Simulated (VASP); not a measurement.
Input of a VASP 6.6.1 run:

POSCAR

```
Si3N4
1.0
    4.1010449400      0.0000000000      0.0000000000
    0.0000000000      4.1010449400      0.0000000000
    0.0000000000      0.0000000000      4.1010449400
Si N
3 4
Direct
    0.0000000000      0.0000000000      0.5000000000
    0.5000000000      0.0000000000      0.0000000000
    0.0000000000      0.5000000000      0.0000000000
    0.2388951409      0.2388951409      0.7611048591
    0.7611048591      0.7611048591      0.7611048591
    0.2388951409      0.7611048591      0.2388951409
    0.7611048591      0.2388951409      0.2388951409
```

File INCAR.step1:

```
  PREC = Accurate
  ENCUT = 520
  ISMEAR = -1
  SIGMA = 0.05
  LREAL = False
  LASPH = True
  NELM = 80
  NBANDS = 25
  GGA = PE
  ALGO = Normal
  EDIFF = 1E-4
  LWAVE = True
  LCHARG = False
```

INCAR.step2

```
  PREC = Accurate
  ENCUT = 520
  EDIFF = 1E-6
  ISMEAR = -1
  SIGMA = 0.05
  LREAL = False
  LASPH = True
  NELM = 80
  ALGO = Normal
  ISIF = 2
  LWAVE = False
  LCHARG = True
  METAGGA = R2SCAN
  LMIXTAU = True
  LELF = True
  LVHAR = True
  NBANDS = 25
  ISTART = 1
```

Contents of KPOINTS:

```
regular mesh
0
Gamma
  7 7 7
```

Potentials or basis: VASP PAW PBE potentials, release 64 (Si, N).

Run with:

```bash
$ cat potpaw_PBE.64/Si/POTCAR potpaw_PBE.64/N/POTCAR > POTCAR
$ cp INCAR.step1 INCAR
$ mpirun -np 1 vasp_std > vasp.out
$ cp INCAR.step2 INCAR
$ mpirun -np 1 vasp_std > vasp.out
```

Problem. Estimate the pressure.

Solution. -0.1 GPa.

Problem. What does it give for the largest force?

Solution. 0.005 eV/Å.

Problem. What does it give for the band gap on the k mesh?

Solution. 3.34 eV, indirect (least direct gap 3.52 eV).

Forces on the atoms (eV/Å):
```
Si   0.000  0.000  0.000
Si   0.000  0.000  0.000
Si   0.000  0.000  0.000
N   -0.003 -0.003  0.003
N    0.003  0.003  0.003
N   -0.003  0.003 -0.003
N    0.003 -0.003 -0.003
```

Caveat: the PAW data sets were made with another functional, which shifts forces and pressure a little. A k mesh can miss the band edges.
